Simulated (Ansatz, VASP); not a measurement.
## Zn in VASP and in Ansatz

```xyz
1
Lattice="2.5235 0.0000 0.0000 0.0000 2.5235 0.0000 0.0000 0.0000 2.5235" Properties=species:S:1:pos:R:3 pbc="T T T"
Zn    0.0000    0.0000    0.0000
```

Alike in both runs: functional LDA; k mesh 15 × 15 × 15; occupations fermi-dirac, width 0.1 eV; no spin polarisation.

Ansatz relaxed the structure, and its values are those at the end. VASP's run is a single point on that final structure, the one shown.

```csv
,VASP,Ansatz
version,VASP 6.6.1,Ansatz 0.2.0
potentials or method,"VASP PAW LDA potentials, release 64 (Zn)","PAW with Ansatz's default frozen-core files, scalar-relativistic"
plane-wave cutoff (eV),500,420
valence electrons in the cell,12,12
```

|  | VASP | Ansatz | Ansatz less VASP |
| --- | --- | --- | --- |
| pressure (GPa) | 0.6 | 0.0 | -0.57 |

LDA's correlation is that of Perdew and Zunger in VASP and of Perdew and Wang (1992) in Ansatz.
